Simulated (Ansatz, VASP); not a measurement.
# Zr: VASP beside Ansatz

```
Zr
1.0
     5.04262    0.00000    0.00000
    -2.52131    4.36703    0.00000
     0.00000    0.00000    3.15319
Zr
3
Cartesian
  -2.5213 4.3670 0.0000
  0.0000 2.9114 1.5766
  2.5213 1.4557 1.5766
```

Alike in both runs: functional r2SCAN; k mesh 7 × 7 × 10; occupations fermi-dirac, width 0.1 eV; no spin polarisation.

Ansatz relaxed the structure, and its values are those at the end. VASP's run is a single point on that final structure, the one shown.

|  | VASP | Ansatz |
| --- | --- | --- |
| version | VASP 6.6.1 | Ansatz 0.2.0 |
| potentials or method | VASP PAW PBE potentials, release 64 (Zr_sv), cutoff 520 eV | plane waves (500 eV) with PAW, scalar-relativistic |
| valence electrons in the cell | 36 | 36 |

|  | VASP | Ansatz | Ansatz less VASP |
| --- | --- | --- | --- |
| pressure (GPa) | 0.0 | 0.0 | -0.01 |

VASP's potentials were made for PBE, not for r2SCAN.
